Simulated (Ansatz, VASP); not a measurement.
BiH3Pb: VASP beside Ansatz

```
Bi H Pb
1.0
     4.34622    0.00000    0.00000
     0.00000    4.34622    0.00000
     0.00000    0.00000    4.34622
Bi H Pb
1 3 1
Cartesian
  2.1731 2.1731 2.1731
  2.1731 0.0000 2.1731
  2.1731 2.1731 0.0000
  0.0000 2.1731 2.1731
  0.0000 0.0000 0.0000
```

Change from the starting cell: species swapped into the CsHgBr3 type (Pm-3m, No. 221).

Alike in both runs: functional PBE; k mesh 8 × 8 × 8; occupations gaussian, width 0.1 eV; no spin polarisation.

Ansatz relaxed the structure, and its values are those at the end. VASP's run is a single point on that final structure, the one shown.

```csv
,VASP,Ansatz
version,VASP 6.6.1,Ansatz 0.2.0
potentials or method,"VASP PAW PBE potentials, release 64 (Bi_d, H, Pb_d), cutoff 520 eV","scalar-relativistic, plane waves, PAW"
valence electrons in the cell,32,32
```

```tsv
	VASP	Ansatz	Ansatz less VASP
gap on the k mesh at the Fermi level (eV)	none	none	-
pressure (GPa)	-0.1	0.0	+0.09
```

A gap of «none» marks a metal or a gap that the smearing closes.

Spin-orbit coupling is off throughout.
